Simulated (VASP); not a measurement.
# Sn (I4_1/amd) in VASP: settings compared, part 2 of 3

VASP 6.6.1.

## (3) Single point, LDA

This run uses another cell than the first one, of 26.54 Å³/atom.

Input file INCAR:

```
SYSTEM = Sn
ALGO     = Fast           ! electronic algorithm
EDIFF    = 1E-6           ! SCF threshold, eV
ENCUT    = 520            ! plane-wave cutoff, eV
ISIF     = 2              ! what is computed and relaxed
ISMEAR   = -1             ! smearing method
LASPH    = .TRUE.         ! aspherical terms in the spheres
LCHARG   = .TRUE.         ! write CHGCAR
LELF     = .TRUE.         ! ELF
LREAL    = .FALSE.        ! projectors in reciprocal space
LVHAR    = .TRUE.       
LWAVE    = .FALSE.        ! write WAVECAR
NBANDS   = 21             ! bands
NELM     = 100            ! most SCF steps
PREC     = Accurate       ! precision mode
SIGMA    = 0.05           ! smearing width, eV
```

Input file KPOINTS:

```
k-points
0
G
  9 9 9
  0 0 0
```

Input file POSCAR:

```
Sn
1.0
   -2.9004039564      2.9004039564      1.5776871502
    2.9004039564     -2.9004039564      1.5776871502
    2.9004039564      2.9004039564     -1.5776871502
Sn
2
Direct
    0.0000000000      0.0000000000      0.0000000000
    0.7500000000      0.2500000000      0.5000000000
```

Potentials or basis: VASP PAW LDA potentials, release 64 (Sn_d).

Command:

```sh
$ cat potpaw_LDA.64/Sn_d/POTCAR > POTCAR
$ mpirun -np 1 vasp_std > vasp.out
```

OUTCAR:

```text
SYSTEM = Sn
   EDIFF = 1E-6
   ENCUT = 520
   ISIF = 2
   ISMEAR = -1
   LASPH = .TRUE.
   LREAL = .FALSE.
   NELM = 100
   PREC = Accurate

 ion  position               nearest neighbor table
   1  0.000  0.000  0.000-   2 3.01   2 3.01   2 3.01   2 3.01   2 3.74   2 3.74   2 3.74   2 3.74

   2  0.750  0.250  0.500-   1 3.01   1 3.01   1 3.01   1 3.01   1 3.74   1 3.74   1 3.74   1 3.74

  LATTYP: Found a body centered tetragonal cell.
 ALAT       =     5.8008079128
 C/A-ratio  =     0.5439542815

  Lattice vectors:

 A1 = (  -2.9004039564,   2.9004039564,   1.5776871502)
 A2 = (   2.9004039564,  -2.9004039564,   1.5776871502)
 A3 = (   2.9004039564,   2.9004039564,  -1.5776871502)

Analysis of symmetry for initial positions (statically):
=====================================================================
 Subroutine PRICEL returns:
 Original cell was already a primitive cell.

 Routine SETGRP: Setting up the symmetry group for a
 body centered tetragonal supercell.

 Subroutine GETGRP returns: Found 16 space group operations
 (whereof  8 operations were pure point group operations)
 out of a pool of 16 trial point group operations.

The static configuration has the point symmetry D_2d.
 The point group associated with its full space group is D_4h.

Analysis of symmetry for dynamics (positions and initial velocities):
=====================================================================
 Subroutine PRICEL returns:
 Original cell was already a primitive cell.

 Routine SETGRP: Setting up the symmetry group for a
 body centered tetragonal supercell.

 Subroutine GETGRP returns: Found 16 space group operations
 (whereof  8 operations were pure point group operations)
 out of a pool of 16 trial point group operations.

The dynamic configuration has the point symmetry D_2d.
 The point group associated with its full space group is D_4h.

 Subroutine INISYM returns: Found 16 space group operations
 (whereof  8 operations are pure point group operations),
 and found     1 'primitive' translations

----------------------------------------------------------------------------------------

                                     Primitive cell

  volume of cell :      53.0882

  direct lattice vectors                    reciprocal lattice vectors
    -2.900403956  2.900403956  1.577687150     0.000000000  0.172389780  0.316919612
     2.900403956 -2.900403956  1.577687150     0.172389780  0.000000000  0.316919612
     2.900403956  2.900403956 -1.577687150     0.172389780  0.172389780  0.000000000

  length of vectors
     4.394744926  4.394744926  4.394744926     0.360771780  0.360771780  0.243795965

  position of ions in fractional coordinates (direct lattice)
     0.000000000  0.000000000  0.000000000
     0.750000000  0.250000000  0.500000000

  ion indices of the primitive-cell ions
   primitive index   ion index
                 1           1
                 2           2

----------------------------------------------------------------------------------------

 KPOINTS: k-points

Automatic generation of k-mesh.
 Grid dimensions read from file:
 generate k-points for:    9    9    9

 Generating k-lattice:

  Cartesian coordinates                     Fractional coordinates (reciprocal lattice)
     0.000000000  0.019154420  0.035213290     0.111111111  0.000000000  0.000000000
     0.019154420  0.000000000  0.035213290     0.000000000  0.111111111  0.000000000
     0.019154420  0.019154420  0.000000000     0.000000000  0.000000000  0.111111111

  Length of vectors
     0.040085753  0.040085753  0.027088441

  Shift w.r.t. Gamma in fractional coordinates (k-lattice)
     0.000000000  0.000000000  0.000000000

 Subroutine IBZKPT returns following result:
 ===========================================

 Found     75 irreducible k-points:

 Following reciprocal coordinates:
            Coordinates               Weight
  0.000000  0.000000  0.000000      1.000000
  0.111111  0.000000 -0.000000      8.000000
  0.222222  0.000000 -0.000000      8.000000
  0.333333  0.000000  0.000000      8.000000
  0.444444  0.000000 -0.000000      8.000000
  0.111111  0.111111 -0.000000      8.000000
[... 16 lines left out ...]
 -0.333333  0.333333  0.000000      4.000000
  0.444444  0.444444 -0.000000      8.000000
 [... further k-points ...]
   k-points           NKPTS =     75   k-points in BZ     NKDIM =     75   number of bands    NBANDS=     21
   number of dos      NEDOS =    301   number of ions     NIONS =      2
   total plane-waves  NPLWV =  46656
   dimension x,y,z NGX =    36 NGY =   36 NGZ =   36
   dimension x,y,z NGXF=    72 NGYF=   72 NGZF=   72
   ions per type =               2
   NGX,Y,Z   is equivalent  to a cutoff of  13.62, 13.62, 13.62 a.u.
   NGXF,Y,Z  is equivalent  to a cutoff of  27.24, 27.24, 27.24 a.u.
 SYSTEM =  Sn
   PREC   = accura    normal or accurate (medium, high low for compatibility)
   ISTART =      0    job   : 0-new  1-cont  2-samecut
   ICHARG =      2    charge: 1-file 2-atom 10-const
   ISPIN  =      1    spin polarized calculation?
   LNONCOLLINEAR =      F non collinear calculations
   LSORBIT =      F    spin-orbit coupling
   LASPH  =      T    aspherical Exc in radial PAW
   ENCUT  =  520.0 eV  38.22 Ry    6.18 a.u.   8.17  8.17  8.17*2*pi/ulx,y,z
   NELM   =    100;   NELMIN=  2; NELMDL= -5     # of ELM steps
   EDIFF  = 0.1E-05   stopping-criterion for ELM
   LREAL  =      F    real-space projection
   EDIFFG = 0.1E-04   stopping-criterion for IOM
   NSW    =      0    number of steps for IOM
   IBRION =     -1    ionic relax: 0-MD 1-quasi-New 2-CG
   NFREE  =      0    steps in history (QN), initial steepest desc. (CG)
   ISIF   =      2    stress and relaxation
   ISYM   =      2    0-nonsym 1-usesym 2-fastsym
   POTIM  = 0.5000    time-step for ionic-motion
   TEBEG  =    0.0;   TEEND  =   0.0 temperature during run
   PSTRESS=    0.0 pullay stress
   NELECT =      28.0000    total number of electrons
   NUPDOWN=      -1.0000    fix difference up-down
   EMIN   =  10.00;   EMAX   =-10.00  energy-range for DOS
   EFERMI =   0.00;   METHOD = LEGACY
   ISMEAR =    -1;   SIGMA  =   0.05  broadening in eV -4-tet -1-fermi 0-gaus
   EFERMI_NEDOS =   21; number of points for ismear=-14 and -15
   IALGO  =     68    algorithm
   IMIX   =      4    mixing-type and parameters
     AMIX     =   0.40;   BMIX     =  1.00
     AMIX_MAG =   1.60;   BMIX_MAG =  1.00
  volume/ion in A,a.u.               =      26.54       179.13
  Fermi-wavevector in a.u.,A,eV,Ry     =   1.322701  2.499542 23.803895  1.749537
  Thomas-Fermi vector in A             =   2.452363
   LORBIT       =      0    0 simple, 1 ext, 2 COOP (PROOUT), +10 PAW based schemes
   GGA     = CA    functional components
   LHFCALC =     F    Hartree Fock is set to
   AEXX    =    0.0000 exact exchange contribution
   IVDW    =     0    specifies the selected vdW correction
   LEPSILON=     F    determine dielectric tensor
   LRPA    =     F    only Hartree local field effects (RPA)
 non-spin polarized calculation
 RMM-DIIS sequential band-by-band and
  energy-cutoff  :      520.00
  volume of cell :       53.09
 maximum number of plane-waves:      1448
 NGX is ok and might be reduce to    36
   NGX = 17   NGY = 17   NGZ = 17

 number of electron      28.0000011 magnetization

 Free energy of the ion-electron system (eV)
  ---------------------------------------------------
  ext. energy  EPLUGINS =         0.00000000
  ---------------------------------------------------
  free energy    TOTEN  =        -8.97364878 eV

  energy without entropy =       -8.96620411  energy(sigma->0) =       -8.96992645

 E-fermi :   7.9839     XC(G=0): -10.6512

 val. band max:        7.9620702192   @ k =  -0.2222   0.4444   0.2222
 cond. band min:       8.0080899786   @ k =  -0.2222  -0.2222   0.1111
 fundamental gap:      0.0460197594
 Fermi energy:         7.9839367160

 k-point     1 :       0.0000    0.0000    0.0000
  band No.  band energies     occupation
      1     -13.6107      2.00000
      2     -13.5196      2.00000
      3     -13.4747      2.00000
      4     -13.4619      2.00000
      5     -13.2963      2.00000
      6     -13.2963      2.00000
[... 550 lines left out ...]
      5     -13.3309      2.00000
      6     -13.3233      2.00000
[... 13 lines left out ...]
     20      18.9375      0.00000
     21      19.4353      0.00000

 [... further k-points ...]

------------------------ aborting loop because EDIFF is reached ----------------------------------------

  FORCE on cell =-STRESS in cart. coord.  units (eV):
  Direction    XX          YY          ZZ          XY          YZ          ZX
  --------------------------------------------------------------------------------------
  -------------------------------------------------------------------------------------
  Total       -0.2002159     -0.2002159     -0.3780810      0.0000000      0.0000000      0.0000000
  in kB       -6.0424253     -6.0424253    -11.4103145      0.0000000      0.0000000      0.0000000
  external PRESSURE =      -7.8317217 kB  Pullay stress =       0.0000000 kB

 VOLUME and BASIS-vectors are now :
 -----------------------------------------------------------------------------
  energy-cutoff  :      520.00
  volume of cell :       53.09
      direct lattice vectors                 reciprocal lattice vectors
    -2.900403956  2.900403956  1.577687150     0.000000000  0.172389780  0.316919612
     2.900403956 -2.900403956  1.577687150     0.172389780  0.000000000  0.316919612
     2.900403956  2.900403956 -1.577687150     0.172389780  0.172389780  0.000000000

 POSITION                                       TOTAL-FORCE (eV/Angst)
 -----------------------------------------------------------------------------------
      0.00000      0.00000      0.00000        -0.000000      0.000000      0.000000
      0.00000      2.90040      0.78884         0.000000     -0.000000     -0.000000
 -----------------------------------------------------------------------------------
    total drift:                               -0.000000      0.000000     -0.000000

  FREE ENERGIE OF THE ION-ELECTRON SYSTEM (eV)
  ---------------------------------------------------
  free  energy   TOTEN  =        -8.9736487839 eV

  energy  without entropy=       -8.9662041080  energy(sigma->0) =       -8.96992645
```

Wall time 88 s (1 thread of AMD EPYC 7R13 (Zen 3), shared host); peak memory 0.18 GiB.

What came out:

* Free energy: -8.9736 eV
* Pressure: -0.8 GPa
* Band gap on the k mesh: zero (bands 14 and 15 overlap by 4.12 eV)

Levels at points of the mesh, in eV from the Fermi level:
| k point | band 12 | band 13 | band 14 | band 15 | band 16 | band 17 |
| --- | --- | --- | --- | --- | --- | --- |
| (0.00, 0.00, 0.00) | -3.69 | -2.04 | -2.04 | 3.03 | 6.25 | 6.25 |

Caveat: spin-orbit coupling is left out, which moves the levels of the heavy elements.

(Continued in part 3 of 3.)

The gap in the log of VASP goes by the Fermi energy; the results here count the filled bands.